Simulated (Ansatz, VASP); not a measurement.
# Li2TaO2: VASP beside Ansatz

File INCAR:

```
PREC = Accurate
ENCUT = 520
EDIFF = 1E-6
ISMEAR = 0
SIGMA = 0.1
LREAL = False
LASPH = True
NELM = 150
ALGO = Normal
ISIF = 2
LWAVE = False
LCHARG = False
ISPIN = 2
MAGMOM = 0 0 1 0 0
LORBIT = 11
LMAXMIX = 4
GGA = PE
NBANDS = 26
```

File KPOINTS:

```
Automatic mesh
0
Gamma
  4 4 6
```

The input POSCAR:

```
Li2TaO2
1.0
    4.2168898000      0.0000000000      0.0000000000
    0.0000000000      4.2168898000      0.0000000000
    0.0000000000      0.0000000000      3.3327275600
Li Ta O
2 1 2
Direct
    0.5000000000      0.0000000000      0.0000000000
    0.0000000000      0.5000000000      0.0000000000
    0.5000000000      0.5000000000      0.5000000000
    0.5000000000      0.0000000000      0.5000000000
    0.0000000000      0.5000000000      0.5000000000
```

Input for Ansatz:

```yaml
crystal:
  lattice:
    - [4.2168898, 0.0, 0.0]
    - [0.0, 4.2168898, 0.0]
    - [0.0, 0.0, 3.33272756]
  atoms:
    - { symbol: Li, position: [0.5, 0.0, 0.0] }
    - { symbol: Li, position: [0.0, 0.5, 0.0] }
    - { symbol: Ta, position: [0.5, 0.5, 0.5], spin: 1.0 }
    - { symbol: O, position: [0.5, 0.0, 0.5] }
    - { symbol: O, position: [0.0, 0.5, 0.5] }
basis:
  ecutwfc: 420
kpoints:
  mp_grid: { grid: [4, 4, 6] }
hamiltonian:
  xc: pbe
scf:
  occupations: { method: gaussian, width: 0.1 }
  lower_state_search: "off"
output:
  forces: true
  stress: true
  eigenvalues: true
  populations: true
magnetization:
  spin_polarized: true
```

Alike in both runs: task single point; functional PBE; k mesh 4 × 4 × 6; occupations gaussian, width 0.1 eV; collinear spin.

|  | VASP | Ansatz |
| --- | --- | --- |
| version | VASP 6.6.1 | Ansatz 0.2.0 |
| potentials or method | VASP PAW PBE potentials, release 64 (Li_sv, Ta_pv, O), cutoff 520 eV | scalar-relativistic, plane waves, PAW |
| valence electrons in the cell | 29 | 31 |

```csv
,VASP,Ansatz,Ansatz less VASP
gap on the k mesh at the Fermi level (eV),none,none,-
net moment per atom (μB),0.00,0.00,-0.001
```

A gap of «none» marks a metal or a gap that the smearing closes. VASP's potentials hold 29 valence electrons a cell and Ansatz's 31, so a difference there can come from the potentials and not from the codes. Ansatz's warnings: seeded moment not kept.

The k mesh is coarse, so the values compare programs but aren't converged. Spin-orbit coupling is off throughout. Noted on VASP's run: the cutoff is short for stress, so the pressure is rough.
